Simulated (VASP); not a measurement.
Ir, 1 atom in the cell. The structure is cubic, space group Fm-3m (No. 225). Conventional cell: a = 3.824 Å, b = 3.824 Å, c = 3.824 Å, α = 90.00°, β = 90.00°, γ = 90.00°. Ir (site symmetry m-3m) has 12 Ir at 2.70 Å within 3.6 Å. 

| Property | Result |
| --- | --- |
| Program | VASP 6.6.1 |
| Task | single point |
| Functional | LDA |
| Potentials or basis | VASP PAW LDA potentials, release 64 (Ir) |
| Cutoff | 500 eV |
| k mesh | 10 × 10 × 10 |
| Occupations | fermi-dirac, width 0.05 eV |
| Spin | no spin polarisation |
| Dipole correction | no |
| Further INCAR settings | ALGO = Normal; EDIFF = 1e-06; NBANDS = 10 |

Potentials or basis: VASP PAW LDA potentials, release 64 (Ir).

Command:

```sh
$ cat potpaw_LDA.64/Ir/POTCAR > POTCAR
$ mpirun -np 1 vasp_std > vasp.out
```

Hardware: 1 thread of Intel Xeon 8259CL, with other jobs on the host.

Q: How long does it take, and how much memory?

A: Wall time 7.4 s on 1 thread of Intel Xeon 8259CL, with other jobs on the host, peak memory 0.12 GiB. Counts: scf iterations 11, k points 47.
